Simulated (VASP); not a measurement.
**MnO2: single point with PBE+U**

The system is MnO2.

```
CELL_PARAMETERS angstrom
4.49522 0.00000 0.00000
0.00000 4.49522 0.00000
0.00000 0.00000 2.95494
ATOMIC_POSITIONS crystal
Mn 0.00000 0.00000 0.00000
Mn 0.50000 0.50000 0.50000
O 0.30400 0.30400 0.00000
O 0.69600 0.69600 0.00000
O 0.80400 0.19600 0.50000
O 0.19600 0.80400 0.50000
```

```
Program                : VASP 6.6.1
Task                   : single point
Functional             : PBE
Potentials or basis    : VASP PAW PBE potentials, release 64 (Mn_pv, O)
Cutoff                 : 600 eV
k mesh                 : 4 × 4 × 6
Occupations            : gaussian, width 0.0147 eV
Spin                   : collinear spin, antiferromagnetic start
Starting moments       : [2.5, -2.5, 0.0, 0.0, 0.0, 0.0] μB
Hubbard terms          : Mn d U = 2.27 eV
Dipole correction      : no
Further INCAR settings : ALGO = Normal; EDIFF = 1e-06; NBANDS = 38
```

```yaml
Pressure: -9.0 GPa
Largest_force: 0.352 eV/Å
Band_gap_on_the_k_mesh: 0.16 eV
Net_moment: 0.00 μB per cell
Site_moments: Mn +2.86, -2.86; O -0.01, +0.01 (each value once) μB
Valence_electrons_inside_the_program's_atomic_spheres: Mn 11.52; O 5.00
```

Forces on the atoms (eV/Å):
```
Mn   0.000  0.000  0.000
Mn   0.000  0.000  0.000
O    0.249  0.249  0.000
O   -0.249 -0.249  0.000
O    0.249 -0.249  0.000
O   -0.249  0.249  0.000
```

Stress tensor (GPa, compression positive):
```
 -8.00   0.00   0.00
  0.00  -8.00   0.00
  0.00   0.00 -10.94
```

Levels at points of the mesh, in eV from the valence-band top:
Spin up:
```csv
k point,band 21,band 22,band 23,band 24,band 25,band 26,band 27,band 28,band 29,band 30
"(0.00, 0.00, 0.00)",-2.12,-1.20,-0.63,-0.57,0.00,0.16,1.09,1.76,2.66,3.21
"(0.50, 0.00, 0.00)",-2.23,-1.52,-1.24,-0.86,-0.71,1.80,2.08,2.15,2.39,2.57
"(0.50, 0.50, 0.00)",-2.11,-1.99,-1.55,-1.53,-0.05,0.26,1.06,2.38,2.85,3.17
"(0.00, 0.00, 0.50)",-2.61,-2.53,-1.81,-0.98,-0.31,1.30,1.53,2.10,2.19,2.81
"(0.50, 0.00, 0.50)",-3.11,-1.66,-1.25,-1.15,-1.09,0.61,1.19,2.09,2.29,2.59
"(0.50, 0.50, 0.50)",-2.35,-1.44,-0.93,-0.58,-0.54,1.55,1.91,1.95,2.21,2.35
```
Spin down:
```
           k point  band 21  band 22  band 23  band 24  band 25  band 26  band 27  band 28  band 29  band 30
(0.00, 0.00, 0.00)    -2.12    -1.20    -0.63    -0.57     0.00     0.16     1.09     1.76     2.66     3.21
(0.50, 0.00, 0.00)    -2.23    -1.52    -1.24    -0.86    -0.71     1.80     2.08     2.15     2.39     2.57
(0.50, 0.50, 0.00)    -2.11    -1.99    -1.55    -1.53    -0.05     0.26     1.06     2.38     2.85     3.17
(0.00, 0.00, 0.50)    -2.61    -2.53    -1.81    -0.98    -0.31     1.30     1.53     2.10     2.19     2.81
(0.50, 0.00, 0.50)    -3.11    -1.66    -1.25    -1.15    -1.09     0.61     1.19     2.09     2.29     2.59
(0.50, 0.50, 0.50)    -2.35    -1.44    -0.93    -0.58    -0.54     1.55     1.91     1.95     2.21     2.35
```

Eigenvalues of the final occupation matrices:
```
    site  spin  trace               eigenvalues
site 1 d     1   3.82  0.47 0.48 0.95 0.96 0.96
site 1 d     2   1.00  0.07 0.13 0.15 0.32 0.33
site 2 d     1   1.00  0.07 0.13 0.15 0.32 0.33
site 2 d     2   3.82  0.47 0.48 0.95 0.96 0.96
```

Wall time 2.4 min on 1 thread of Intel Xeon 8259CL, on a shared host, peak memory 0.26 GiB.

Caveat: the cell stands under tension. A k mesh can miss the band edges.
